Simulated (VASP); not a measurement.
## Mg32O30F (a cell with a defect): single point with PBE

Mg32O30F (a cell with a defect):

```
Mg O F
1.0
     8.60600    0.00000    0.00000
     0.00000    8.60600    0.00000
     0.00000    0.00000    8.60600
Mg O F
32 30 1
Cartesian
  4.3066 -0.0006 -0.1306
  6.4520 2.1541 0.0017
  6.5845 -0.0006 2.1471
  -0.0192 -0.0006 -0.0361
  2.1511 2.1686 -0.0116
  4.3076 4.3030 -0.0078
  6.4520 6.4509 0.0017
  1.9909 0.0005 2.0648
  4.2794 2.2495 2.1741
  6.4614 4.3030 2.1461
  4.3887 0.0006 4.4630
  6.4653 2.1686 4.3026
  6.4897 -0.0006 6.4727
  -0.0016 4.3028 -0.0177
  2.1513 6.4371 -0.0109
  0.0003 2.1779 2.1441
  2.1291 4.3023 2.1319
  4.2790 6.3555 2.1746
  -0.0329 -0.0006 4.3224
  2.1537 2.1962 4.2999
  4.3218 4.3023 4.3245
  6.4646 6.4371 4.3024
  2.1312 -0.0006 6.4867
  4.3096 2.1779 6.4534
  6.4714 4.3028 6.4553
  0.0012 6.4278 2.1443
  -0.0011 4.3029 4.3011
  2.1543 6.4090 4.2993
  0.0086 2.1612 6.4451
  2.1525 4.3029 6.4548
  4.3094 6.4278 6.4525
  0.0088 6.4439 6.4449
  6.4141 2.1089 2.1538
  -0.0138 4.3026 2.1410
  0.0014 2.1500 4.2891
  2.1473 2.1504 2.1401
  4.3023 4.3023 2.1513
  6.4137 6.4961 2.1538
  -0.0115 -0.0009 2.1301
  4.3138 2.1504 4.3064
  6.4606 4.3026 4.2913
  0.0015 6.4550 4.2891
  6.4566 2.1445 6.4558
  0.0076 4.3026 6.4461
  -0.0021 2.1444 -0.0028
  2.1476 6.4545 2.1405
  2.1617 4.3023 4.2919
  4.3133 6.4545 4.3060
  6.4534 -0.0007 4.2812
  2.1646 2.1501 6.4523
  4.3127 4.3026 6.4675
  6.4565 6.4605 6.4557
  -0.0060 -0.0005 6.4597
  4.2999 2.1089 0.0396
  6.4471 4.3026 0.0067
  -0.0020 6.4606 -0.0028
  2.1645 6.4549 6.4521
  4.3238 -0.0009 6.4652
  2.1622 4.3026 -0.0068
  4.2999 6.4960 0.0399
  6.4178 -0.0005 0.0360
  2.1723 -0.0007 0.0000
  3.9738 -0.0003 2.4803
```

- Program: VASP 6.6.1
- Task: single point
- Functional: PBE
- Potentials or basis: VASP PAW PBE potentials, release 64 (Mg, O, F)
- Cutoff: 520 eV
- k mesh: 1 × 1 × 1
- Occupations: gaussian, width 0.02 eV
- Spin: no spin polarisation

* Largest force: 1.486 eV/Å

Forces on the atoms (eV/Å):
```
Mg  -0.040 -0.001 -0.005
Mg  -0.015 -0.013  0.015
Mg   0.001  0.000  0.041
Mg   0.028  0.001  0.055
Mg  -0.013 -0.029  0.027
Mg  -0.013 -0.002  0.013
Mg  -0.016  0.012  0.017
Mg   0.154 -0.004  0.226
Mg   0.000  0.015  0.002
Mg  -0.013 -0.002  0.012
Mg  -0.224 -0.005 -0.156
Mg  -0.027 -0.030  0.012
Mg  -0.054  0.001 -0.028
Mg  -0.007 -0.001  0.012
Mg  -0.013  0.026  0.023
Mg  -0.007 -0.023  0.013
Mg  -0.003  0.001  0.034
Mg   0.002 -0.015  0.000
Mg   0.017  0.000  0.002
Mg  -0.038 -0.026  0.039
Mg  -0.034  0.001  0.004
Mg  -0.024  0.027  0.013
Mg  -0.002  0.000 -0.018
Mg  -0.013 -0.023  0.007
Mg  -0.012 -0.001  0.007
Mg  -0.012  0.020  0.012
Mg  -0.019 -0.002  0.016
Mg  -0.040  0.024  0.041
Mg  -0.023  0.004  0.022
Mg  -0.016 -0.002  0.019
Mg  -0.012  0.020  0.011
Mg  -0.023 -0.003  0.022
O   -0.020 -0.009  0.008
O    0.002  0.000  0.016
O   -0.036  0.015  0.026
O    0.030 -0.042  0.055
O   -0.012  0.003  0.014
O   -0.020  0.009  0.009
O    0.037  0.003  0.016
O   -0.056 -0.041 -0.028
O   -0.040  0.000  0.016
O   -0.036 -0.015  0.025
O   -0.021  0.006  0.012
O   -0.025  0.000  0.025
O   -0.011  0.006  0.021
O    0.027  0.045  0.051
O   -0.022  0.002  0.022
O   -0.054  0.044 -0.026
O   -0.056  0.003  0.000
O   -0.026  0.015  0.036
O   -0.016  0.000 -0.002
O   -0.022 -0.005  0.012
O   -0.016  0.000  0.017
O   -0.010 -0.009  0.020
O   -0.011  0.000  0.011
O   -0.011 -0.005  0.021
O   -0.026 -0.014  0.037
O   -0.018  0.003 -0.035
O   -0.015  0.001  0.039
O   -0.011  0.009  0.018
O   -0.045  0.001  0.045
O    0.001  0.003  0.060
F    1.049  0.001 -1.052
```

Levels at points of the mesh, in eV from the Fermi level:
| k point | band 123 | band 124 | band 125 | band 126 | band 127 | band 128 |
| --- | --- | --- | --- | --- | --- | --- |
| (0.00, 0.00, 0.00) | -2.48 | -2.48 | -0.12 | 2.11 | 3.71 | 3.91 |

Wall time 5.5 min on 1 thread of Intel Xeon 8259CL, with other jobs on the host, peak memory 0.57 GiB.

Caveat: the k points lie up to 0.73 Å⁻¹ apart; the cell carries a net charge on a neutralising background, which shifts energy and pressure; the cell is charged against a uniform background, so pressure and absolute levels hang on convention.
